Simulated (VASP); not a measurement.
# ZnSe (F-43m) in VASP: notebook

ZnSe is run at these levels: PBEsol-based screened hybrid with 25 % exact exchange, r2SCAN50, HF; tasks: single point.

Program: VASP 6.6.1. These are calculated values, not measurements. Logs are shortened: lines on timing, memory, paths and dates and some standing lists are left out, and cuts for length are marked.

## Step 1: The cell of the first run

Symmetry: F-43m, No. 216, cubic system. Conventional cell: a = 5.642 Å, b = 5.642 Å, c = 5.642 Å, α = 90.00°, β = 90.00°, γ = 90.00°. Within 3.2 Å of Se (site symmetry -43m) lie 4 Zn at 2.44 Å. Zn (site symmetry -43m) has 4 Se at 2.44 Å within 3.2 Å.

## Step 2: Single point, PBEsol-based screened hybrid with 25 % exact exchange

File POSCAR:

```
ZnSe
1.0
    0.0000000000      2.8210195843      2.8210195843
    2.8210195843      0.0000000000      2.8210195843
    2.8210195843      2.8210195843      0.0000000000
Se Zn
1 1
Direct
    0.7500000000      0.7500000000      0.7500000000
    0.0000000000      0.0000000000      0.0000000000
```

File INCAR.step1:

```
PREC     = Accurate       # precision mode
ENCUT    = 520            # plane-wave cutoff, eV
EDIFF    = 1E-5           # SCF threshold, eV
ISMEAR   = -1             # smearing method
SIGMA    = 0.05           # smearing width, eV
LREAL    = F              # projectors in reciprocal space
LASPH    = T              # aspherical terms in the spheres
NELM     = 80             # most SCF steps
ALGO     = Normal         # electronic algorithm
ISIF     = 2              # what is computed and relaxed
LWAVE    = T              # write WAVECAR
GGA      = PE             # functional
NBANDS   = 16             # bands
```

File INCAR.step2:

```
PREC     = Accurate       # precision mode
ENCUT    = 520            # plane-wave cutoff, eV
EDIFF    = 1E-6           # SCF threshold, eV
ISMEAR   = -1             # smearing method
SIGMA    = 0.05           # smearing width, eV
LREAL    = F              # projectors in reciprocal space
LASPH    = T              # aspherical terms in the spheres
NELM     = 80             # most SCF steps
ALGO     = Normal         # electronic algorithm
ISIF     = 2              # what is computed and relaxed
LWAVE    = F              # write WAVECAR
LCHARG   = T              # write CHGCAR
GGA      = PS             # functional
LHFCALC  = T              # exact exchange
AEXX     = 0.25           # exact-exchange fraction
HFSCREEN = 0.207          # screening, 1/A
PRECFOCK = Normal       
LELF     = T              # ELF
LVHAR    = T            
ISTART   = 1            
NBANDS   = 16             # bands
```

File KPOINTS:

```
regular mesh
0
Gamma
  4 4 4
```

Potentials or basis: VASP PAW PBE potentials, release 64 (Se, Zn).

Command:

```bash
> cat potpaw_PBE.64/Se/POTCAR potpaw_PBE.64/Zn/POTCAR > POTCAR
> cp INCAR.step1 INCAR
> mpirun -np 1 vasp_std > vasp.out
> cp INCAR.step2 INCAR
> mpirun -np 1 vasp_std > vasp.out
```

OUTCAR:

```text
PREC = Accurate
   ENCUT = 520
   EDIFF = 1E-6
   ISMEAR = -1
   LREAL = F
   LASPH = T
   NELM = 80
   ISIF = 2
   GGA = PS
   LHFCALC = T
   AEXX = 0.25
   HFSCREEN = 0.207
   PRECFOCK = Normal
   ISTART = 1

 ion  position               nearest neighbor table
   1  0.750  0.750  0.750-   2 2.44   2 2.44   2 2.44   2 2.44
   2  0.000  0.000  0.000-   1 2.44   1 2.44   1 2.44   1 2.44

  LATTYP: Found a face centered cubic cell.
 ALAT       =     5.6420391686

  Lattice vectors:

 A1 = (   0.0000000000,   2.8210195843,   2.8210195843)
 A2 = (   2.8210195843,   0.0000000000,   2.8210195843)
 A3 = (   2.8210195843,   2.8210195843,   0.0000000000)

Analysis of symmetry for initial positions (statically):
=====================================================================
 Subroutine PRICEL returns:
 Original cell was already a primitive cell.

 Routine SETGRP: Setting up the symmetry group for a
 face centered cubic supercell.

 Subroutine GETGRP returns: Found 24 space group operations
 (whereof 24 operations were pure point group operations)
 out of a pool of 48 trial point group operations.

The static configuration has the point symmetry T_d .

Analysis of symmetry for dynamics (positions and initial velocities):
=====================================================================
 Subroutine PRICEL returns:
 Original cell was already a primitive cell.

 Routine SETGRP: Setting up the symmetry group for a
 face centered cubic supercell.

 Subroutine GETGRP returns: Found 24 space group operations
 (whereof 24 operations were pure point group operations)
 out of a pool of 48 trial point group operations.

The dynamic configuration has the point symmetry T_d .

 Subroutine INISYM returns: Found 24 space group operations
 (whereof 24 operations are pure point group operations),
 and found     1 'primitive' translations

----------------------------------------------------------------------------------------

                                     Primitive cell

  volume of cell :      44.9002

  direct lattice vectors                    reciprocal lattice vectors
     0.000000000  2.821019584  2.821019584    -0.177240882  0.177240882  0.177240882
     2.821019584  0.000000000  2.821019584     0.177240882 -0.177240882  0.177240882
     2.821019584  2.821019584  0.000000000     0.177240882  0.177240882 -0.177240882

[... 71 lines left out ...]
   NFREE  =      0    steps in history (QN), initial steepest desc. (CG)
   ISIF   =      2    stress and relaxation
   ISYM   =      3    0-nonsym 1-usesym 2-fastsym
   POTIM  = 0.5000    time-step for ionic-motion
   TEBEG  =    0.0;   TEEND  =   0.0 temperature during run
   PSTRESS=    0.0 pullay stress
   NELECT =      18.0000    total number of electrons
   NUPDOWN=      -1.0000    fix difference up-down
   EMIN   =  10.00;   EMAX   =-10.00  energy-range for DOS
   EFERMI =   0.00;   METHOD = LEGACY
   ISMEAR =    -1;   SIGMA  =   0.05  broadening in eV -4-tet -1-fermi 0-gaus
   EFERMI_NEDOS =   21; number of points for ismear=-14 and -15
   IALGO  =     38    algorithm
   IMIX   =      1    mixing-type and parameters
     AMIX     =   0.40;   BMIX     =  1.00
     AMIX_MAG =   1.60;   BMIX_MAG =  1.00
  volume/ion in A,a.u.               =      22.45       151.50
  Fermi-wavevector in a.u.,A,eV,Ry     =   1.207118  2.281121 19.825495  1.457133
  Thomas-Fermi vector in A             =   2.342765
   LORBIT       =      0    0 simple, 1 ext, 2 COOP (PROOUT), +10 PAW based schemes
   GGA     = PS    functional components
   LHFCALC =     T    Hartree Fock is set to
   PRECFOCK=normal    Normal, Fast or Accurate (Low or Medium for compatibility)
   ENCUT4O =  -1.0   cutoff for four orbital integrals eV
   NKREDX  =     1    reduce k-point grid by
   NKREDY  =     1    reduce k-point grid by
   NKREDZ  =     1    reduce k-point grid by
   AEXX    =    0.2500 exact exchange contribution
   HFSCREEN=    0.2070 screening length (either q_TF or 0.3 A-1)
   HFSCREENC=   0.2070 screening length for correlation (either q_TF or 0.3 A-1)
   ENCUTFOCK=  -1.0 apply spherical cutoff to Coloumb kernel
   IVDW    =     0    specifies the selected vdW correction
   LEPSILON=     F    determine dielectric tensor
   LRPA    =     F    only Hartree local field effects (RPA)
 non-spin polarized calculation
  energy-cutoff  :      520.00
  volume of cell :       44.90
 maximum number of plane-waves:      1243
 NGX is ok and might be reduce to    30
  NGX = 24; NGY = 24; NGZ = 24

 number of electron      18.0000001 magnetization

 Free energy of the ion-electron system (eV)
  ---------------------------------------------------
  ext. energy  EPLUGINS =         0.00000000
  ---------------------------------------------------
  free energy    TOTEN  =        -7.87702840 eV

  energy without entropy =       -7.87702840  energy(sigma->0) =       -7.87702840

 E-fermi :   2.1136     XC(G=0):  -7.9279

 val. band max:        0.9975437414   @ k =   0.0000   0.0000   0.0000
 cond. band min:       3.3468354324   @ k =   0.0000   0.0000   0.0000
 fundamental gap:      2.3492916909
 Fermi energy:         2.1135727017

 k-point     1 :       0.0000    0.0000    0.0000
  band No.  band energies     occupation
      1     -13.4921      2.00000
      2      -7.2606      2.00000
      3      -7.2606      2.00000
      4      -7.2606      2.00000
      5      -6.9201      2.00000
      6      -6.9201      2.00000
[... 129 lines left out ...]
      3      -7.0822      2.00000
      4      -6.9568      2.00000
      5      -6.9316      2.00000
      6      -6.5655      2.00000
[... 8 lines left out ...]
     15      16.3246      0.00000
     16      16.4218      0.00000

------------------------ aborting loop because EDIFF is reached ----------------------------------------

  FORCE on cell =-STRESS in cart. coord.  units (eV):
  Direction    XX          YY          ZZ          XY          YZ          ZX
  --------------------------------------------------------------------------------------
  -------------------------------------------------------------------------------------
  Total       -0.0014545     -0.0014545     -0.0014545      0.0000000      0.0000000     -0.0000000
  in kB       -0.0519021     -0.0519021     -0.0519021      0.0000000      0.0000000     -0.0000000
  external PRESSURE =      -0.0519021 kB  Pullay stress =       0.0000000 kB

 VOLUME and BASIS-vectors are now :
 -----------------------------------------------------------------------------
  energy-cutoff  :      520.00
  volume of cell :       44.90
      direct lattice vectors                 reciprocal lattice vectors
     0.000000000  2.821019584  2.821019584    -0.177240882  0.177240882  0.177240882
     2.821019584  0.000000000  2.821019584     0.177240882 -0.177240882  0.177240882
     2.821019584  2.821019584  0.000000000     0.177240882  0.177240882 -0.177240882

 POSITION                                       TOTAL-FORCE (eV/Angst)
 -----------------------------------------------------------------------------------
      4.23153      4.23153      4.23153        -0.000000     -0.000000     -0.000000
      0.00000      0.00000      0.00000         0.000000      0.000000      0.000000
 -----------------------------------------------------------------------------------
    total drift:                               -0.000156     -0.000148     -0.000100

  FREE ENERGIE OF THE ION-ELECTRON SYSTEM (eV)
  ---------------------------------------------------
  free  energy   TOTEN  =        -7.8770283993 eV

  energy  without entropy=       -7.8770283993  energy(sigma->0) =       -7.87702840
```

OSZICAR.step1:

```text
N       E                     dE             d eps       ncg     rms          rms(c)
DAV:   1     0.881901951156E+02    0.88190E+02   -0.87719E+03   256   0.131E+03
DAV:   2    -0.110404501977E+01   -0.89294E+02   -0.84418E+02   304   0.245E+02
DAV:   3    -0.620747221150E+01   -0.51034E+01   -0.50896E+01   280   0.593E+01
DAV:   4    -0.624546957806E+01   -0.37997E-01   -0.37994E-01   344   0.565E+00
DAV:   5    -0.624565085041E+01   -0.18127E-03   -0.18127E-03   288   0.336E-01    0.489E+00
DAV:   6    -0.596233285086E+01    0.28332E+00   -0.55103E-01   376   0.238E+01    0.372E+00
DAV:   7    -0.594055940587E+01    0.21773E-01   -0.16082E-01   288   0.353E+00    0.158E+00
DAV:   8    -0.594062072262E+01   -0.61317E-04   -0.50247E-03   336   0.726E-01    0.464E-01
DAV:   9    -0.594094247118E+01   -0.32175E-03   -0.12359E-03   272   0.268E-01    0.665E-02
DAV:  10    -0.594106037650E+01   -0.11791E-03   -0.19774E-04   328   0.100E-01    0.237E-02
DAV:  11    -0.594105933182E+01    0.10447E-05   -0.40361E-05   264   0.455E-02
   1 F= -.59410593E+01 E0= -.59410593E+01  d E =-.126474E-06
```

Wall time 3.7 min (1 thread of Intel Xeon Platinum 8559C (Emerald Rapids), shared host); peak memory 0.27 GiB.

Results:

```yaml
Free_energy: -7.8770 eV
Pressure: 0.0 GPa
Band_gap_on_the_k_mesh: 2.35 eV
```

Levels at points of the mesh, in eV from the valence-band top:
| k point | band 7 | band 8 | band 9 | band 10 | band 11 | band 12 |
| --- | --- | --- | --- | --- | --- | --- |
| (0.00, 0.00, 0.00) | 0.00 | 0.00 | 0.00 | 2.35 | 6.87 | 6.87 |
| (0.50, 0.00, 0.00) | -5.68 | -0.94 | -0.94 | 3.58 | 7.42 | 7.42 |
| (0.50, 0.50, 0.00) | -5.25 | -2.38 | -2.38 | 3.70 | 4.41 | 12.17 |

Caveat: the k points lie up to 0.48 Å⁻¹ apart; the PAW data sets were made with another functional, which shifts forces and pressure a little.

## Step 3: Single point, r2SCAN50

This run uses another cell than the first one, of 22.76 Å³/atom.

File POSCAR:

```
ZnSe
1.0
    0.0000000000      2.8338000000      2.8338000000
    2.8338000000      0.0000000000      2.8338000000
    2.8338000000      2.8338000000      0.0000000000
Se Zn
1 1
Direct
    0.7500000000      0.7500000000      0.7500000000
    0.0000000000      0.0000000000      0.0000000000
```

File INCAR.step1:

```
SYSTEM = ZnSe
  ALGO = Normal
  EDIFF = 1E-5
  ENCUT = 520
  GGA = PE
  ISIF = 2
  ISMEAR = -1
  LASPH = .TRUE.
  LCHARG = .FALSE.
  LREAL = .FALSE.
  LWAVE = .TRUE.
  NBANDS = 16
  NELM = 100
  PREC = Accurate
  SIGMA = 0.05
```

File INCAR.step2:

```
SYSTEM = ZnSe
  AEXX = 0.5
  ALGO = Normal
  EDIFF = 1E-7
  ENCUT = 520
  ISIF = 2
  ISMEAR = -1
  ISTART = 1
  LASPH = .TRUE.
  LCHARG = .FALSE.
  LHFCALC = .TRUE.
  LMIXTAU = .TRUE.
  LREAL = .FALSE.
  LWAVE = .FALSE.
  METAGGA = R2SCAN
  NBANDS = 16
  NELM = 100
  PREC = Accurate
  PRECFOCK = Normal
  SIGMA = 0.05
```

File KPOINTS:

```
k-points
0
G
  4 4 4
  0 0 0
```

Potentials or basis: VASP PAW PBE potentials, release 64 (Se, Zn).

Command:

```bash
> cat potpaw_PBE.64/Se/POTCAR potpaw_PBE.64/Zn/POTCAR > POTCAR
> cp INCAR.step1 INCAR
> mpirun -np 1 vasp_std > vasp.out
> cp INCAR.step2 INCAR
> mpirun -np 1 vasp_std > vasp.out
```

OUTCAR:

```text
SYSTEM = ZnSe
   AEXX = 0.5
   EDIFF = 1E-7
   ENCUT = 520
   ISIF = 2
   ISMEAR = -1
   ISTART = 1
   LASPH = .TRUE.
   LHFCALC = .TRUE.
   LREAL = .FALSE.
   METAGGA = R2SCAN
   NELM = 100
   PREC = Accurate
   PRECFOCK = Normal

 ion  position               nearest neighbor table
   1  0.750  0.750  0.750-   2 2.45   2 2.45   2 2.45   2 2.45
   2  0.000  0.000  0.000-   1 2.45   1 2.45   1 2.45   1 2.45

  LATTYP: Found a face centered cubic cell.
 ALAT       =     5.6676000000

  Lattice vectors:

[... 329 lines left out ...]

  FORCE on cell =-STRESS in cart. coord.  units (eV):
  Direction    XX          YY          ZZ          XY          YZ          ZX
  --------------------------------------------------------------------------------------
  -------------------------------------------------------------------------------------
  Total       -0.1617562     -0.1617562     -0.1617562      0.0000000      0.0000000     -0.0000000
  in kB       -5.6942156     -5.6942156     -5.6942156      0.0000000      0.0000000     -0.0000000
  external PRESSURE =      -5.6942156 kB  Pullay stress =       0.0000000 kB

 VOLUME and BASIS-vectors are now :
 -----------------------------------------------------------------------------
  energy-cutoff  :      520.00
  volume of cell :       45.51
      direct lattice vectors                 reciprocal lattice vectors
     0.000000000  2.833800000  2.833800000    -0.176441527  0.176441527  0.176441527
     2.833800000  0.000000000  2.833800000     0.176441527 -0.176441527  0.176441527
     2.833800000  2.833800000  0.000000000     0.176441527  0.176441527 -0.176441527

 POSITION                                       TOTAL-FORCE (eV/Angst)
 -----------------------------------------------------------------------------------
      4.25070      4.25070      4.25070         0.000000      0.000000      0.000000
      0.00000      0.00000      0.00000        -0.000000     -0.000000     -0.000000
 -----------------------------------------------------------------------------------
    total drift:                               -0.000252     -0.000191     -0.000148

  FREE ENERGIE OF THE ION-ELECTRON SYSTEM (eV)
  ---------------------------------------------------
  free  energy   TOTEN  =       -20.1220275987 eV

  energy  without entropy=      -20.1220275987  energy(sigma->0) =      -20.12202760
```

OUTCAR.step1:

```text
SYSTEM = ZnSe
   EDIFF = 1E-5
   ENCUT = 520
   GGA = PE
   ISIF = 2
   ISMEAR = -1
   LASPH = .TRUE.
[... 354 lines left out ...]
      4.25070      4.25070      4.25070        -0.000000     -0.000000     -0.000000
      0.00000      0.00000      0.00000         0.000000      0.000000      0.000000
 -----------------------------------------------------------------------------------
    total drift:                                0.000001      0.000001      0.000001

  FREE ENERGIE OF THE ION-ELECTRON SYSTEM (eV)
  ---------------------------------------------------
  free  energy   TOTEN  =        -5.9531301882 eV

  energy  without entropy=       -5.9531299766  energy(sigma->0) =       -5.95313008
```

OSZICAR.step1:

```text
N       E                     dE             d eps       ncg     rms          rms(c)
DAV:   1     0.849310587888E+02    0.84931E+02   -0.83023E+03   256   0.124E+03
DAV:   2    -0.110695022778E+01   -0.86038E+02   -0.81085E+02   280   0.241E+02
DAV:   3    -0.622015612240E+01   -0.51132E+01   -0.50978E+01   328   0.585E+01
DAV:   4    -0.625771931688E+01   -0.37563E-01   -0.37559E-01   280   0.544E+00
DAV:   5    -0.625789997190E+01   -0.18066E-03   -0.18065E-03   352   0.348E-01    0.477E+00
DAV:   6    -0.597403244673E+01    0.28387E+00   -0.54383E-01   384   0.236E+01    0.365E+00
DAV:   7    -0.595259096800E+01    0.21441E-01   -0.15867E-01   272   0.348E+00    0.155E+00
DAV:   8    -0.595268137212E+01   -0.90404E-04   -0.48685E-03   352   0.687E-01    0.459E-01
DAV:   9    -0.595301421517E+01   -0.33284E-03   -0.11978E-03   272   0.263E-01    0.682E-02
DAV:  10    -0.595312967644E+01   -0.11546E-03   -0.18486E-04   320   0.100E-01    0.212E-02
DAV:  11    -0.595313018821E+01   -0.51177E-06   -0.36986E-05   272   0.475E-02
   1 F= -.59531302E+01 E0= -.59531301E+01  d E =-.211605E-06
```

Run time: 4.3 min. Hardware: 1 thread of Intel Xeon Platinum 8559C (Emerald Rapids), shared host; peak memory 0.18 GiB.

What came out:

```
Free energy            : -20.1220 eV
Pressure               : -0.6 GPa
Band gap on the k mesh : 5.14 eV
```

Caveat: the k points lie up to 0.48 Å⁻¹ apart; the PAW data sets were made with another functional, which shifts forces and pressure a little.

[end of part 1 of 2]
